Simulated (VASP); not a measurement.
Write the native input for VASP 6.6.1 that does the following.

```
Task                   : single point
Functional             : r2SCAN
Potentials or basis    : VASP PAW PBE potentials, release 64 (Cd, Te)
Cutoff                 : 520 eV
k mesh                 : 8 × 8 × 8
Occupations            : gaussian, width 0.05 eV
Spin                   : no spin polarisation
Dipole correction      : no
Further INCAR settings : ALGO = Normal; EDIFF = 1e-06; NBANDS = 16
```

Crystal: CdTe.

```
Cd Te
1.0
     0.00000    3.17956    3.37623
     3.17956    0.00000    3.37623
     3.17956    3.17956    0.00000
Cd Te
1 1
Cartesian
  0.0000 0.0000 0.0000
  4.7693 4.7693 5.0644
```

This cell differs from its parent crystal: strain -0.030 along x and y, +0.030 along z.

The input as run:

POSCAR

```
CdTe
1.0
    0.0000000000      3.1795597148      3.3762335116
    3.1795597148      0.0000000000      3.3762335116
    3.1795597148      3.1795597148      0.0000000000
Cd Te
1 1
Direct
    0.0000000000      0.0000000000      0.0000000000
    0.7500000000      0.7500000000      0.7500000000
```

INCAR.step1

```
SYSTEM = CdTe
PREC = Accurate
ENCUT = 520
ISMEAR = 0
SIGMA = 0.05
LREAL = .False.
LASPH = .True.
NELM = 80
NBANDS = 16
GGA = PE
ALGO = Normal
EDIFF = 1E-4
LWAVE = .True.
LCHARG = .False.
```

INCAR.step2

```
SYSTEM = CdTe
PREC = Accurate
ENCUT = 520
EDIFF = 1E-6
ISMEAR = 0
SIGMA = 0.05
LREAL = .False.
LASPH = .True.
NELM = 80
ALGO = Normal
ISIF = 2
LWAVE = .False.
LCHARG = .False.
METAGGA = R2SCAN
LMIXTAU = .True.
NBANDS = 16
ISTART = 1
```

KPOINTS

```
Automatic mesh
0
Gamma
  8 8 8
  0 0 0
```

Potentials or basis: VASP PAW PBE potentials, release 64 (Cd, Te).

Launch:

```console
$ cat potpaw_PBE.64/Cd/POTCAR potpaw_PBE.64/Te/POTCAR > POTCAR
$ cp INCAR.step1 INCAR
$ mpirun -np 1 vasp_std > vasp.out
$ cp INCAR.step2 INCAR
$ mpirun -np 1 vasp_std > vasp.out
```

Results of the run:

The pressure is 1.5 GPa and the band gap on the k mesh is 1.18 eV.

Caveat: the cell differs from its parent crystal (strain -0.030 along x and y, +0.030 along z); the PAW data sets were made with another functional, which shifts forces and pressure a little; spin-orbit coupling is left out, which moves the levels of the heavy elements.

Wall time 6 min on 1 thread of Intel Xeon 8259CL, on a shared host, peak memory 0.26 GiB.
